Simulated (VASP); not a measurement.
# Ti12S in VASP: notebook

Ti12S is run at these levels: PBE; tasks: single point.

Program: VASP 6.6.1. These are calculated values, not measurements. Logs are shortened: lines on timing, memory, paths and dates and some standing lists are left out, and cuts for length are marked.

## (1) The cell of the first run

The cell holds a slab with vacuum, 13 atoms: a = 5.876 Å, b = 4.650 Å, c = 21.284 Å, α = 90.00°, β = 90.00°, γ = 90.00°.

## (2) Single point, PBE

The input, INCAR:

```
SYSTEM = Ti12S
  ALGO = Normal
  DIPOL = 0.5 0.5 0.340
  EDIFF = 1E-6
  ENCUT = 520
  GGA = PE
  IDIPOL = 3
  ISIF = 2
  ISMEAR = 0
  LASPH = .TRUE.
  LCHARG = .FALSE.
  LDIPOL = .TRUE.
  LREAL = .FALSE.
  LWAVE = .FALSE.
  NBANDS = 87
  NELM = 80
  PREC = Accurate
  SIGMA = 0.1
```

The input, KPOINTS:

```
k-points
0
G
  5 6 1
  0 0 0
```

The input, POSCAR:

```
Ti12S
1.0
    5.8763264168      0.0000000000      0.0000000000
    0.0000000000      4.6504654182      0.0000000000
    0.0000000000      0.0000000000     21.2842241242
Ti S
12 1
Direct
    0.0000000000      0.7500000000      0.1879326198
    0.5000000000      0.7500000000      0.1879326198
    0.2500000000      0.2500000000      0.2277825413
    0.7500000000      0.2500000000      0.2277825413
    0.2500000000      0.7500000000      0.3074823842
    0.7500000000      0.7500000000      0.3074823842
    0.0000000000      0.2500000000      0.3461291950
    0.5000000000      0.2500000000      0.3461291950
    0.0000000000      0.7500000000      0.4220680055
    0.5000000000      0.7500000000      0.4220680055
    0.2500000000      0.2500000000      0.4596937181
    0.7500000000      0.2500000000      0.4596937181
    0.3750000000      0.7500000000      0.5217031679
```

Potentials or basis: VASP PAW PBE potentials, release 64 (Ti_sv, S).

Launch:

```bash
$ cat potpaw_PBE.64/Ti_sv/POTCAR potpaw_PBE.64/S/POTCAR > POTCAR
$ mpirun -np 1 vasp_std > vasp.out
```

OUTCAR:

```text
SYSTEM = Ti12S
   EDIFF = 1E-6
   ENCUT = 520
   GGA = PE
   ISIF = 2
   ISMEAR = 0
   LASPH = .TRUE.
   LREAL = .FALSE.
   NELM = 80
   PREC = Accurate

 ion  position               nearest neighbor table
   1  0.000  0.750  0.188-   3 2.88   4 2.88   3 2.88   4 2.88
   2  0.500  0.750  0.188-   3 2.88   4 2.88   3 2.88   4 2.88
   3  0.250  0.250  0.228-   5 2.88   5 2.88   1 2.88   1 2.88   2 2.88   2 2.88   8 2.92   7 2.92

   4  0.750  0.250  0.228-   6 2.88   6 2.88   1 2.88   1 2.88   2 2.88   2 2.88   8 2.92   7 2.92

   5  0.250  0.750  0.307-   9 2.85  10 2.85   7 2.87   8 2.87   7 2.87   8 2.87   3 2.88   3 2.88
[... 9 lines left out ...]
  10  0.500  0.750  0.422-  13 2.24   8 2.83   8 2.83   6 2.85   5 2.85  11 2.86  12 2.86  11 2.86
                            12 2.86
  11  0.250  0.250  0.460-  13 2.77  13 2.77   7 2.83   8 2.83   9 2.86   9 2.86  10 2.86  10 2.86

  12  0.750  0.250  0.460-   7 2.83   8 2.83   9 2.86  10 2.86   9 2.86  10 2.86
  13  0.375  0.750  0.522-  10 2.24  11 2.77  11 2.77

  LATTYP: Found a simple orthorhombic cell.
 ALAT       =     4.6504654182
 B/A-ratio  =     1.2635996375
 C/A-ratio  =     4.5767944088

  Lattice vectors:

 A1 = (   0.0000000000,  -4.6504654182,   0.0000000000)
 A2 = (   5.8763264168,   0.0000000000,   0.0000000000)
 A3 = (   0.0000000000,   0.0000000000,  21.2842241242)

Analysis of symmetry for initial positions (statically):
=====================================================================
 Subroutine PRICEL returns:
 Original cell was already a primitive cell.

 Routine SETGRP: Setting up the symmetry group for a
 simple orthorhombic supercell.

 Subroutine GETGRP returns: Found  2 space group operations
 (whereof  1 operations were pure point group operations)
 out of a pool of  8 trial point group operations.

The static configuration has the point symmetry C_1 .
 The point group associated with its full space group is C_1h.

Analysis of symmetry for dynamics (positions and initial velocities):
=====================================================================
 Subroutine PRICEL returns:
 Original cell was already a primitive cell.

 Routine SETGRP: Setting up the symmetry group for a
 simple orthorhombic supercell.

 Subroutine GETGRP returns: Found  2 space group operations
 (whereof  1 operations were pure point group operations)
 out of a pool of  8 trial point group operations.

The dynamic configuration has the point symmetry C_1 .
 The point group associated with its full space group is C_1h.

 Subroutine INISYM returns: Found  2 space group operations
 (whereof  1 operations are pure point group operations),
 and found     1 'primitive' translations

----------------------------------------------------------------------------------------

                                     Primitive cell

  volume of cell :     581.6479

  direct lattice vectors                    reciprocal lattice vectors
     5.876326417  0.000000000  0.000000000     0.170174345  0.000000000  0.000000000
     0.000000000  4.650465418  0.000000000     0.000000000  0.215032241  0.000000000
     0.000000000  0.000000000 21.284224124     0.000000000  0.000000000  0.046983155

  length of vectors
     5.876326417  4.650465418 21.284224124     0.170174345  0.215032241  0.046983155

  position of ions in fractional coordinates (direct lattice)
     0.000000000  0.750000000  0.187932620
     0.500000000  0.750000000  0.187932620
     0.250000000  0.250000000  0.227782541
     0.750000000  0.250000000  0.227782541
     0.250000000  0.750000000  0.307482384
     0.750000000  0.750000000  0.307482384
     0.000000000  0.250000000  0.346129195
     0.500000000  0.250000000  0.346129195
     0.000000000  0.750000000  0.422068006
     0.500000000  0.750000000  0.422068006
     0.250000000  0.250000000  0.459693718
     0.750000000  0.250000000  0.459693718
     0.375000000  0.750000000  0.521703168

  ion indices of the primitive-cell ions
   primitive index   ion index
                 1           1
                 2           2
                 3           3
                 4           4
                 5           5
                 6           6
                 7           7
                 8           8
                 9           9
[... 26 lines left out ...]
 Subroutine IBZKPT returns following result:
 ===========================================

 Found     12 irreducible k-points:

 Following reciprocal coordinates:
            Coordinates               Weight
  0.000000  0.000000  0.000000      1.000000
  0.200000  0.000000  0.000000      2.000000
  0.400000  0.000000  0.000000      2.000000
  0.000000  0.166667  0.000000      2.000000
  0.200000  0.166667  0.000000      4.000000
  0.400000  0.166667  0.000000      4.000000
  0.000000  0.333333  0.000000      2.000000
  0.200000  0.333333  0.000000      4.000000
  0.400000  0.333333  0.000000      4.000000
  0.000000  0.500000  0.000000      1.000000
  0.200000  0.500000  0.000000      2.000000
  0.400000  0.500000  0.000000      2.000000
   k-points           NKPTS =     12   k-points in BZ     NKDIM =     12   number of bands    NBANDS=     87
   number of dos      NEDOS =    301   number of ions     NIONS =     13
   total plane-waves  NPLWV = 276480
   dimension x,y,z NGX =    48 NGY =   36 NGZ =  160
   dimension x,y,z NGXF=    96 NGYF=   72 NGZF=  320
   ions per type =              12   1
   NGX,Y,Z   is equivalent  to a cutoff of  13.58, 12.87, 12.50 a.u.
   NGXF,Y,Z  is equivalent  to a cutoff of  27.16, 25.74, 24.99 a.u.
 SYSTEM =  Ti12S
   PREC   = accura    normal or accurate (medium, high low for compatibility)
   ISTART =      0    job   : 0-new  1-cont  2-samecut
   ICHARG =      2    charge: 1-file 2-atom 10-const
   ISPIN  =      1    spin polarized calculation?
   LNONCOLLINEAR =      F non collinear calculations
   LSORBIT =      F    spin-orbit coupling
   LASPH  =      T    aspherical Exc in radial PAW
   ENCUT  =  520.0 eV  38.22 Ry    6.18 a.u.  10.93  8.65 39.57*2*pi/ulx,y,z
   NELM   =     80;   NELMIN=  2; NELMDL= -5     # of ELM steps
   EDIFF  = 0.1E-05   stopping-criterion for ELM
   LREAL  =      F    real-space projection
   EDIFFG = 0.1E-04   stopping-criterion for IOM
   NSW    =      0    number of steps for IOM
   IBRION =     -1    ionic relax: 0-MD 1-quasi-New 2-CG
   NFREE  =      0    steps in history (QN), initial steepest desc. (CG)
   ISIF   =      2    stress and relaxation
   ISYM   =      2    0-nonsym 1-usesym 2-fastsym
   POTIM  = 0.5000    time-step for ionic-motion
   TEBEG  =    0.0;   TEEND  =   0.0 temperature during run
   PSTRESS=    0.0 pullay stress
   NELECT =     150.0000    total number of electrons
   NUPDOWN=      -1.0000    fix difference up-down
   EMIN   =  10.00;   EMAX   =-10.00  energy-range for DOS
   EFERMI =   0.00;   METHOD = LEGACY
   ISMEAR =     0;   SIGMA  =   0.10  broadening in eV -4-tet -1-fermi 0-gaus
   EFERMI_NEDOS =   21; number of points for ismear=-14 and -15
   IALGO  =     38    algorithm
   IMIX   =      4    mixing-type and parameters
     AMIX     =   0.40;   BMIX     =  1.00
     AMIX_MAG =   1.60;   BMIX_MAG =  1.00
  volume/ion in A,a.u.               =      44.74       301.93
  Fermi-wavevector in a.u.,A,eV,Ry     =   1.042042  1.969174 14.773905  1.085851
  Thomas-Fermi vector in A             =   2.176690
   LORBIT       =      0    0 simple, 1 ext, 2 COOP (PROOUT), +10 PAW based schemes
   GGA     = PE    functional components
   LHFCALC =     F    Hartree Fock is set to
   AEXX    =    0.0000 exact exchange contribution
   IVDW    =     0    specifies the selected vdW correction
   LEPSILON=     F    determine dielectric tensor
   LRPA    =     F    only Hartree local field effects (RPA)
 non-spin polarized calculation
 Gauss-broadening in eV      SIGMA  =   0.10
  energy-cutoff  :      520.00
  volume of cell :      581.65
 maximum number of plane-waves:     15708
 NGX is ok and might be reduce to    48
   NGX = 21   NGY = 17   NGZ = 79

 dipolmoment           0.000000      0.000000     -0.007648 electrons x Angstroem

 number of electron     150.0000022 magnetization

 dipolmoment           0.000000      0.000000      0.065991 electrons x Angstroem

 Free energy of the ion-electron system (eV)
  ---------------------------------------------------
  ext. energy  EPLUGINS =         0.00000000
  ---------------------------------------------------
  free energy    TOTEN  =       -94.12976754 eV

  energy without entropy =      -94.01053437  energy(sigma->0) =      -94.07015095

 E-fermi :   0.9012     XC(G=0):  -5.3021

 val. band max:        0.8987967994   @ k =   0.2000   0.0000   0.0000
 cond. band min:       0.9054115776   @ k =   0.4000   0.3333   0.0000
 fundamental gap:      0.0066147782
 Fermi energy:         0.9012144858

 k-point     1 :       0.0000    0.0000    0.0000
  band No.  band energies     occupation
      1     -56.1917      2.00000
      2     -56.1592      2.00000
      3     -56.1430      2.00000
      4     -56.1149      2.00000
      5     -55.9406      2.00000
      6     -55.8732      2.00000
[... 1069 lines left out ...]
     86       1.3504      0.00000
     87       1.4959      0.00000

------------------------ aborting loop because EDIFF is reached ----------------------------------------

 vacuum level on the upper side and lower side of the slab       (xc-potential included)         0.103        -0.292

  FORCE on cell =-STRESS in cart. coord.  units (eV):
  Direction    XX          YY          ZZ          XY          YZ          ZX
  --------------------------------------------------------------------------------------
  -------------------------------------------------------------------------------------
  Total       -4.1601206     -5.1282669     -1.5167864      0.0000000      0.0000000     -2.2215556
  in kB      -11.4592542    -14.1260599     -4.1780616      0.0000000      0.0000000     -6.1193826
  external PRESSURE =      -9.9211252 kB  Pullay stress =       0.0000000 kB

 VOLUME and BASIS-vectors are now :
 -----------------------------------------------------------------------------
  energy-cutoff  :      520.00
  volume of cell :      581.65
      direct lattice vectors                 reciprocal lattice vectors
     5.876326417  0.000000000  0.000000000     0.170174345  0.000000000  0.000000000
     0.000000000  4.650465418  0.000000000     0.000000000  0.215032241  0.000000000
     0.000000000  0.000000000 21.284224124     0.000000000  0.000000000  0.046983155

 POSITION                                       TOTAL-FORCE (eV/Angst)
 -----------------------------------------------------------------------------------
      0.00000      3.48785      4.00000        -0.016462      0.000000      0.379154
      2.93816      3.48785      4.00000         0.014426      0.000000      0.351725
      1.46908      1.16262      4.84817         0.027850      0.000000      0.062349
      4.40724      1.16262      4.84817        -0.028949      0.000000      0.067124
      1.46908      3.48785      6.54452        -0.124614      0.000000     -0.469145
      4.40724      3.48785      6.54452         0.079339      0.000000     -0.547511
      0.00000      1.16262      7.36709        -0.060283      0.000000      0.139711
      2.93816      1.16262      7.36709        -0.046050      0.000000     -0.067906
      0.00000      3.48785      8.98339         0.147571      0.000000      0.366951
      2.93816      3.48785      8.98339         1.104487      0.000000     -0.734780
      1.46908      1.16262      9.78422        -0.260954      0.000000      0.597575
      4.40724      1.16262      9.78422         0.406133      0.000000     -0.155409
      2.20362      3.48785     11.10405        -1.242493      0.000000      0.010163
 -----------------------------------------------------------------------------------
    total drift:                               -0.000082     -0.000000      0.000458

  FREE ENERGIE OF THE ION-ELECTRON SYSTEM (eV)
  ---------------------------------------------------
  free  energy   TOTEN  =       -94.1297675357 eV

  energy  without entropy=      -94.0105343740  energy(sigma->0) =      -94.07015095

 vacuum level on the upper side and lower side of the slab         5.043         4.630
```

Wall time 33 min (1 thread of Intel Xeon 6975P-C (Granite Rapids), shared host); peak memory 0.8 GiB.

What came out:

| Item | Value |
| --- | --- |
| Free energy | -94.1298 eV |
| Largest force | 1.327 eV/Å |
| Band gap on the k mesh | zero (bands 75 and 76 overlap by 0.39 eV) |

Forces in eV/Å, atoms in the order of the input:
```
Ti  -0.016  0.000  0.379
Ti   0.014  0.000  0.352
Ti   0.028  0.000  0.062
Ti  -0.029  0.000  0.067
Ti  -0.125  0.000 -0.469
Ti   0.079  0.000 -0.548
Ti  -0.060  0.000  0.140
Ti  -0.046  0.000 -0.068
Ti   0.148  0.000  0.367
Ti   1.104  0.000 -0.735
Ti  -0.261  0.000  0.598
Ti   0.406  0.000 -0.155
S   -1.242  0.000  0.010
```

Levels at points of the mesh, in eV from the Fermi level:
| k point | band 72 | band 73 | band 74 | band 75 | band 76 | band 77 |
| --- | --- | --- | --- | --- | --- | --- |
| (0.00, 0.00, 0.00) | -0.45 | -0.42 | 0.03 | 0.24 | 0.32 | 0.33 |
| (0.00, 0.50, 0.00) | -0.40 | -0.39 | -0.10 | 0.04 | 0.11 | 0.13 |

## (3) Single point, PBE

The input, INCAR:

```
PREC = Accurate ; ENCUT = 400
EDIFF = 1E-6 ; ISMEAR = 0
SIGMA = 0.1 ; LREAL = False
LASPH = True ; NELM = 120
ALGO = Normal ; ISIF = 2
LWAVE = False ; LCHARG = False
LDIPOL = True ; IDIPOL = 3
DIPOL = 0.5 0.5 0.340 ; GGA = PE
NBANDS = 87 ; GGA_COMPAT = False
NELMDL = -8
```

The input, KPOINTS:

```
regular mesh
0
Gamma
  5 6 1
```

POSCAR is that of step 2.

Potentials or basis: VASP PAW PBE potentials, release 64 (Ti_sv, S).

Launch:

```bash
$ cat potpaw_PBE.64/Ti_sv/POTCAR potpaw_PBE.64/S/POTCAR > POTCAR
$ mpirun -np 1 vasp_std > vasp.out
```

It took 20 min on 1 thread of Intel Xeon Platinum 8375C at 2.90GHz (Ice Lake), shared host; peak memory 0.57 GiB.

Results (log left out):

| Quantity | Value |
| --- | --- |
| Free energy | -94.0411 eV |
| Largest force | 1.328 eV/Å |
| Band gap on the k mesh | zero (bands 75 and 76 overlap by 0.39 eV) |

Forces in eV/Å, atoms in the order of the input:
```
Ti  -0.016  0.000  0.376
Ti   0.014  0.000  0.349
Ti   0.028  0.000  0.061
Ti  -0.029  0.000  0.066
Ti  -0.125  0.000 -0.471
Ti   0.079  0.000 -0.549
Ti  -0.060  0.000  0.135
Ti  -0.046  0.000 -0.074
Ti   0.149  0.000  0.372
Ti   1.106  0.000 -0.736
Ti  -0.260  0.000  0.604
Ti   0.404  0.000 -0.148
S   -1.244  0.000  0.014
```

Levels at points of the mesh, in eV from the Fermi level:
```csv
k point,band 72,band 73,band 74,band 75,band 76,band 77
"(0.00, 0.00, 0.00)",-0.45,-0.42,0.03,0.24,0.32,0.34
"(0.00, 0.50, 0.00)",-0.40,-0.39,-0.10,0.04,0.11,0.13
```
